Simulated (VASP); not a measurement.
Runs of VASP 6.6.1 on RbBr. The structure is cubic, space group Pm-3m (No. 221). The conventional cell has a = 4.124 Å, b = 4.124 Å, c = 4.124 Å, α = 90.00°, β = 90.00°, γ = 90.00°. Rb (site symmetry m-3m) has 8 Br at 3.57 Å and 6 Rb at 4.12 Å within 4.7 Å. Within 4.7 Å of Br (site symmetry m-3m) lie 8 Rb at 3.57 Å and 6 Br at 4.12 Å. 

```tsv
level	potentials or basis	k mesh	smearing	gap on the mesh (eV)	pressure (GPa)
PBE	VASP PAW PBE potentials, release 64 (Rb_sv, Br)	2 × 2 × 2	gaussian 0.01 eV	4.00	2.0
PBE	VASP PAW PBE potentials, release 64 (Rb_sv, Br)	4 × 4 × 4	methfessel-paxton 0.001 eV	4.08	0.9
PBE	VASP PAW PBE potentials, release 64 (Rb_sv, Br)	3 × 3 × 3	gaussian 0.01 eV	4.17	1.0
PBE	VASP PAW PBE potentials, release 64 (Rb_sv, Br)	4 × 4 × 4	gaussian 0.2 eV	4.08	0.9
PBEsol	VASP PAW PBE potentials, release 64 (Rb_sv, Br)	4 × 4 × 4	gaussian 0.01 eV	(a)	-0.5
LDA	VASP PAW LDA potentials, release 64 (Rb_sv, Br)	2 × 2 × 2	gaussian 0.01 eV	(b)	-0.7
```

Alike in all rows: task single point; no spin polarisation; cell as given; cutoff (eV) 500.

Estimate the missing entries.

(a) 3.91; (b) 3.57.

Caveats: some runs use coarse meshes; the PAW data sets were made with another functional, which shifts forces and pressure a little (some runs).

A k mesh can miss the band edges, and the runs leave out spin-orbit coupling on Br, Rb.
